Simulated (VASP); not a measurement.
Write the native input for VASP 6.6.1 that does the following.

| Property | Result |
| --- | --- |
| Task | single point |
| Functional | PBE |
| Potentials or basis | VASP PAW PBE potentials, release 64 (Yb, H) |
| Cutoff | 520 eV |
| k mesh | 10 × 10 × 10 |
| Occupations | gaussian, width 0.05 eV |
| Spin | no spin polarisation |
| Dipole correction | no |
| Further INCAR settings | ALGO = Normal; EDIFF = 1e-06; NBANDS = 22 |

The structure of YbH3 lies in POSCAR:

```
YbH3
1.0
    0.0000000000      2.5069558139      2.5069558139
    2.5069558139      0.0000000000      2.5069558139
    2.5069558139      2.5069558139      0.0000000000
Yb H
1 3
Direct
    0.0000000000      0.0000000000      0.0000000000
    0.5000000000      0.5000000000      0.5000000000
    0.2500000000      0.2500000000      0.2500000000
    0.7500000000      0.7500000000      0.7500000000
```

This cell differs from its parent crystal: volume scaled by 0.960.

One way to write it, as run:

INCAR

```
PREC = Accurate
ENCUT = 520
EDIFF = 1E-6
ISMEAR = 0
SIGMA = 0.05
LREAL = False
LASPH = True
NELM = 80
ALGO = Normal
ISIF = 2
LWAVE = False
LCHARG = True
GGA = PE
LELF = True
LVHAR = True
NBANDS = 22
```

KPOINTS

```
regular mesh
0
Gamma
  10 10 10
```

Potentials or basis: VASP PAW PBE potentials, release 64 (Yb, H).

The run is started by

```bash
$ cat potpaw_PBE.64/Yb/POTCAR potpaw_PBE.64/H/POTCAR > POTCAR
$ mpirun -np 1 vasp_std > vasp.out
```

It gave:

| Property | Result |
| --- | --- |
| Pressure | 3.3 GPa |

Wall time 43 s on 1 thread of Intel(R) Xeon(R) Platinum 8559C (Emerald Rapids), with other jobs on the host, peak memory 0.19 GiB.
